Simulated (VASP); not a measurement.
# Ru (P-1) in VASP: single point with PBE

Aim: the single point of Ru with PBE.

Everything below comes from runs of VASP 6.6.1. Logs are shortened: lines on timing, memory, paths and dates and some standing lists are left out, and cuts for length are marked.

### 1 The cell of the first run

The typed cell holds 2 atoms: a = 2.720 Å, b = 2.720 Å, c = 4.297 Å, α = 90.00°, β = 90.00°, γ = 120.00°.

### 2 Single point, PBE (atom 2 moved 0.15 Å)

INCAR reads:

```
SYSTEM = Ru
PREC = Accurate
ENCUT = 520
EDIFF = 1E-7
ISMEAR = 0
SIGMA = 0.15
LREAL = .FALSE.
LASPH = .TRUE.
NELM = 80
ALGO = Fast
ISIF = 2
LWAVE = .FALSE.
LCHARG = .TRUE.
GGA = PE
LELF = .TRUE.
LVHAR = .TRUE.
NBANDS = 21
```

KPOINTS reads:

```
regular mesh
0
G
  12 12 8
  0 0 0
```

POSCAR reads:

```
Ru
1.0
    2.7200250911      0.0000000000      0.0000000000
   -1.3600125456      2.3556108278      0.0000000000
    0.0000000000      0.0000000000      4.2967694974
Ru
2
Direct
    0.3605904365      0.6661644687      0.2488335643
    0.6394095635      0.3338355313      0.7511664357
```

Potentials or basis: VASP PAW PBE potentials, release 64 (Ru_pv).

Run with:

```bash
$ cat potpaw_PBE.64/Ru_pv/POTCAR > POTCAR
$ mpirun -np 1 vasp_std > vasp.out
```

OUTCAR:

```text
SYSTEM = Ru
   PREC = Accurate
   ENCUT = 520
   EDIFF = 1E-7
   ISMEAR = 0
   LREAL = .FALSE.
   LASPH = .TRUE.
   NELM = 80
   ISIF = 2
   GGA = PE

 ion  position               nearest neighbor table
   1  0.361  0.666  0.249-   2 2.58   2 2.60   2 2.66   2 2.67   2 2.73   2 2.75
   2  0.639  0.334  0.751-   1 2.58   1 2.60   1 2.66   1 2.67   1 2.73   1 2.75

  LATTYP: Found a hexagonal cell.
 ALAT       =     2.7200250911
 C/A-ratio  =     1.5796800961

  Lattice vectors:

 A1 = (   2.7200250911,   0.0000000000,   0.0000000000)
 A2 = (  -1.3600125456,   2.3556108278,   0.0000000000)
 A3 = (   0.0000000000,   0.0000000000,   4.2967694974)

Analysis of symmetry for initial positions (statically):
=====================================================================
 Subroutine PRICEL returns:
 Original cell was already a primitive cell.

 Routine SETGRP: Setting up the symmetry group for a
 hexagonal supercell.

 Subroutine GETGRP returns: Found  2 space group operations
 (whereof  2 operations were pure point group operations)
 out of a pool of 24 trial point group operations.

The static configuration has the point symmetry S_2 .

Analysis of symmetry for dynamics (positions and initial velocities):
=====================================================================
 Subroutine PRICEL returns:
 Original cell was already a primitive cell.

 Routine SETGRP: Setting up the symmetry group for a
 hexagonal supercell.

 Subroutine GETGRP returns: Found  2 space group operations
 (whereof  2 operations were pure point group operations)
 out of a pool of 24 trial point group operations.

The dynamic configuration has the point symmetry S_2 .

 Subroutine INISYM returns: Found  2 space group operations
 (whereof  2 operations are pure point group operations),
 and found     1 'primitive' translations

----------------------------------------------------------------------------------------

                                     Primitive cell

  volume of cell :      27.5308

  direct lattice vectors                    reciprocal lattice vectors
     2.720025091  0.000000000  0.000000000     0.367643667  0.212259170  0.000000000
    -1.360012546  2.355610828  0.000000000     0.000000000  0.424518341  0.000000000
     0.000000000  0.000000000  4.296769497     0.000000000  0.000000000  0.232732987

  length of vectors
     2.720025091  2.720025091  4.296769497     0.424518341  0.424518341  0.232732987

  position of ions in fractional coordinates (direct lattice)
     0.360590436  0.666164469  0.248833564
     0.639409564  0.333835531  0.751166436

  ion indices of the primitive-cell ions
   primitive index   ion index
                 1           1
                 2           2

----------------------------------------------------------------------------------------

 KPOINTS: regular mesh

Automatic generation of k-mesh.
 Grid dimensions read from file:
 generate k-points for:   12   12    8

 Generating k-lattice:

  Cartesian coordinates                     Fractional coordinates (reciprocal lattice)
     0.030636972  0.017688264  0.000000000     0.083333333  0.000000000  0.000000000
     0.000000000  0.035376528  0.000000000     0.000000000  0.083333333  0.000000000
     0.000000000  0.000000000  0.029091623     0.000000000  0.000000000  0.125000000

  Length of vectors
     0.035376528  0.035376528  0.029091623

  Shift w.r.t. Gamma in fractional coordinates (k-lattice)
     0.000000000  0.000000000  0.000000000

 Subroutine IBZKPT returns following result:
 ===========================================

 Found    580 irreducible k-points:

 Following reciprocal coordinates:
            Coordinates               Weight
  0.000000  0.000000  0.000000      1.000000
  0.083333 -0.000000  0.000000      2.000000
  0.000000  0.083333  0.000000      2.000000
 -0.083333  0.083333  0.000000      2.000000
  0.166667  0.000000  0.000000      2.000000
  0.000000  0.166667  0.000000      2.000000
[... 16 lines left out ...]
  0.166667  0.083333  0.000000      2.000000
 -0.083333  0.250000  0.000000      2.000000
 [... further k-points ...]
   k-points           NKPTS =    580   k-points in BZ     NKDIM =    580   number of bands    NBANDS=     21
   number of dos      NEDOS =    301   number of ions     NIONS =      2
   total plane-waves  NPLWV =  12800
   dimension x,y,z NGX =    20 NGY =   20 NGZ =   32
   dimension x,y,z NGXF=    40 NGYF=   40 NGZF=   64
   ions per type =               2
   NGX,Y,Z   is equivalent  to a cutoff of  12.22, 12.22, 12.38 a.u.
   NGXF,Y,Z  is equivalent  to a cutoff of  24.45, 24.45, 24.76 a.u.
 SYSTEM =  Ru
   PREC   = accura    normal or accurate (medium, high low for compatibility)
   ISTART =      0    job   : 0-new  1-cont  2-samecut
   ICHARG =      2    charge: 1-file 2-atom 10-const
   ISPIN  =      1    spin polarized calculation?
   LNONCOLLINEAR =      F non collinear calculations
   LSORBIT =      F    spin-orbit coupling
   LASPH  =      T    aspherical Exc in radial PAW
   ENCUT  =  520.0 eV  38.22 Ry    6.18 a.u.   5.06  5.06  7.99*2*pi/ulx,y,z
   NELM   =     80;   NELMIN=  2; NELMDL= -5     # of ELM steps
   EDIFF  = 0.1E-06   stopping-criterion for ELM
   LREAL  =      F    real-space projection
   EDIFFG = 0.1E-05   stopping-criterion for IOM
   NSW    =      0    number of steps for IOM
   IBRION =     -1    ionic relax: 0-MD 1-quasi-New 2-CG
   NFREE  =      0    steps in history (QN), initial steepest desc. (CG)
   ISIF   =      2    stress and relaxation
   ISYM   =      2    0-nonsym 1-usesym 2-fastsym
   POTIM  = 0.5000    time-step for ionic-motion
   TEBEG  =    0.0;   TEEND  =   0.0 temperature during run
   PSTRESS=    0.0 pullay stress
   NELECT =      28.0000    total number of electrons
   NUPDOWN=      -1.0000    fix difference up-down
   EMIN   =  10.00;   EMAX   =-10.00  energy-range for DOS
   EFERMI =   0.00;   METHOD = LEGACY
   ISMEAR =     0;   SIGMA  =   0.15  broadening in eV -4-tet -1-fermi 0-gaus
   EFERMI_NEDOS =   21; number of points for ismear=-14 and -15
   IALGO  =     68    algorithm
   IMIX   =      4    mixing-type and parameters
     AMIX     =   0.40;   BMIX     =  1.00
     AMIX_MAG =   1.60;   BMIX_MAG =  1.00
  volume/ion in A,a.u.               =      13.77        92.89
  Fermi-wavevector in a.u.,A,eV,Ry     =   1.646347  3.111144 36.878020  2.710458
  Thomas-Fermi vector in A             =   2.735990
   LORBIT       =      0    0 simple, 1 ext, 2 COOP (PROOUT), +10 PAW based schemes
   GGA     = PE    functional components
   LHFCALC =     F    Hartree Fock is set to
   AEXX    =    0.0000 exact exchange contribution
   IVDW    =     0    specifies the selected vdW correction
   LEPSILON=     F    determine dielectric tensor
   LRPA    =     F    only Hartree local field effects (RPA)
 non-spin polarized calculation
 RMM-DIIS sequential band-by-band and
 Gauss-broadening in eV      SIGMA  =   0.15
  energy-cutoff  :      520.00
  volume of cell :       27.53
 maximum number of plane-waves:       759
   NGX = 11   NGY = 11   NGZ = 15

 number of electron      28.0000011 magnetization

 Free energy of the ion-electron system (eV)
  ---------------------------------------------------
  ext. energy  EPLUGINS =         0.00000000
  ---------------------------------------------------
  free energy    TOTEN  =       -18.40967202 eV

  energy without entropy =      -18.39280420  energy(sigma->0) =      -18.40123811

 E-fermi :  12.6309     XC(G=0): -14.0317

 val. band max:       12.6299776070   @ k =   0.5000  -0.0000   0.5000
 cond. band min:      12.6314083924   @ k =   0.5000   0.2500   0.0000
 fundamental gap:      0.0014307854
 Fermi energy:        12.6309223782

 k-point     1 :       0.0000    0.0000    0.0000
  band No.  band energies     occupation
      1     -31.0151      2.00000
      2     -30.1537      2.00000
      3     -30.0672      2.00000
      4     -29.9696      2.00000
      5     -29.9314      2.00000
      6     -29.8919      2.00000
[... 13 lines left out ...]
     20      23.0408      0.00000
     21      23.0545      0.00000

 k-point     2 :       0.0833   -0.0000    0.0000
  band No.  band energies     occupation
      1     -30.9953      2.00000
      2     -30.1717      2.00000
      3     -30.1141      2.00000
      4     -30.0152      2.00000
      5     -29.9402      2.00000
      6     -29.8995      2.00000
[... 13 lines left out ...]
     20      23.0408      0.00000
     21      23.0526      0.00000

 k-point     3 :       0.0000    0.0833    0.0000
  band No.  band energies     occupation
      1     -30.9926      2.00000
      2     -30.1863      2.00000
      3     -30.0981      2.00000
      4     -30.0047      2.00000
      5     -29.9524      2.00000
      6     -29.9025      2.00000
[... 13 lines left out ...]
     20      23.0408      0.00000
     21      23.0525      0.00000

 k-point     4 :      -0.0833    0.0833    0.0000
  band No.  band energies     occupation
      1     -30.9904      2.00000
      2     -30.1981      2.00000
      3     -30.0878      2.00000
      4     -29.9925      2.00000
      5     -29.9633      2.00000
      6     -29.9048      2.00000
[... 13 lines left out ...]
     20      23.0408      0.00000
     21      23.0525      0.00000

 k-point     5 :       0.1667    0.0000    0.0000
  band No.  band energies     occupation
      1     -30.9393      2.00000
      2     -30.2671      2.00000
      3     -30.1967      2.00000
      4     -30.1371      2.00000
      5     -29.9634      2.00000
      6     -29.9220      2.00000
[... 13 lines left out ...]
     20      23.0408      0.00000
     21      23.0486      0.00000
[... 382 lines left out ...]
     20      23.0407      0.00000
     21      23.0496      0.00000

 k-point    22 :      -0.1667    0.0833    0.0000
  band No.  band energies     occupation
      1     -30.9503      2.00000
      2     -30.2557      2.00000
      3     -30.1649      2.00000
      4     -30.0708      2.00000
      5     -29.9715      2.00000
      6     -29.9223      2.00000
[... 13 lines left out ...]
     20      23.0407      0.00000
     21      23.0497      0.00000

 k-point    23 :       0.1667    0.0833    0.0000
  band No.  band energies     occupation
      1     -30.8882      2.00000
      2     -30.3534      2.00000
      3     -30.2961      2.00000
      4     -30.1939      2.00000
      5     -29.9980      2.00000
      6     -29.9440      2.00000
[... 13 lines left out ...]
     20      23.0407      0.00000
     21      23.0466      0.00000

 k-point    24 :      -0.0833    0.2500    0.0000
  band No.  band energies     occupation
      1     -30.8572      2.00000
      2     -30.3979      2.00000
      3     -30.2855      2.00000
      4     -30.1408      2.00000
      5     -30.0198      2.00000
      6     -29.9779      2.00000
[... 13 lines left out ...]
     20      23.0407      0.00000
     21      23.0467      0.00000

 [... further k-points ...]

------------------------ aborting loop because EDIFF is reached ----------------------------------------

  FORCE on cell =-STRESS in cart. coord.  units (eV):
  Direction    XX          YY          ZZ          XY          YZ          ZX
  --------------------------------------------------------------------------------------
  -------------------------------------------------------------------------------------
  Total        0.0068132      0.0437739      0.4302469     -0.3893942      0.0069960     -0.0406558
  in kB        0.3964977      2.5474626     25.0385877    -22.6611312      0.4071395     -2.3660006
  external PRESSURE =       9.3275160 kB  Pullay stress =       0.0000000 kB

 VOLUME and BASIS-vectors are now :
 -----------------------------------------------------------------------------
  energy-cutoff  :      520.00
  volume of cell :       27.53
      direct lattice vectors                 reciprocal lattice vectors
     2.720025091  0.000000000  0.000000000     0.367643667  0.212259170  0.000000000
    -1.360012546  2.355610828  0.000000000     0.000000000  0.424518341  0.000000000
     0.000000000  0.000000000  4.296769497     0.000000000  0.000000000  0.232732987

 POSITION                                       TOTAL-FORCE (eV/Angst)
 -----------------------------------------------------------------------------------
      0.07482      1.56922      1.06918        -1.032879     -0.026841      0.125790
      1.28519      0.78639      3.22759         1.032879      0.026841     -0.125790
 -----------------------------------------------------------------------------------
    total drift:                                0.000000     -0.000000     -0.000000

  FREE ENERGIE OF THE ION-ELECTRON SYSTEM (eV)
  ---------------------------------------------------
  free  energy   TOTEN  =       -18.4096720170 eV

  energy  without entropy=      -18.3928041973  energy(sigma->0) =      -18.40123811
```

Run time: 2.8 min. Hardware: 1 thread of Intel Xeon Platinum 8559C (Emerald Rapids), shared host; peak memory 0.35 GiB.

Results:

```
Free energy            : -18.4097 eV
Pressure               : 0.9 GPa
Largest force          : 1.041 eV/Å
Band gap on the k mesh : zero (bands 14 and 15 overlap by 2.90 eV)
```

Forces in eV/Å, atoms in the order of the input:
```
Ru  -1.033 -0.027  0.126
Ru   1.033  0.027 -0.126
```

Levels at points of the mesh, in eV from the Fermi level:
```tsv
k point	band 11	band 12	band 13	band 14	band 15	band 16	band 17	band 18
(0.00, 0.00, 0.00)	-2.45	-1.97	-1.81	-1.66	-0.93	0.60	1.27	1.58
(0.50, 0.00, 0.00)	-1.53	-1.49	-1.48	1.47	1.62	1.91	3.54	6.34
(0.00, 0.50, 0.00)	-2.05	-1.80	-1.64	1.36	1.65	1.74	3.94	5.98
(0.50, 0.50, 0.00)	-2.59	-2.14	-1.58	1.25	1.71	1.85	4.36	5.57
(0.00, 0.00, 0.50)	-2.76	-2.72	-2.61	-2.58	0.28	0.34	0.61	0.63
(0.50, 0.00, 0.50)	-1.16	-1.07	-0.01	0.00	1.61	1.61	3.73	3.80
(0.00, 0.50, 0.50)	-1.04	-0.97	0.46	0.47	1.59	1.60	3.30	3.36
(0.50, 0.50, 0.50)	-1.05	-0.97	0.88	0.90	1.56	1.58	2.84	2.89
```

Caveat: the cell differs from its parent crystal (atom 2 moved 0.15 Å); forces of over 1 eV/Å act on the atoms, so gaps and moduli don't describe the material at rest.
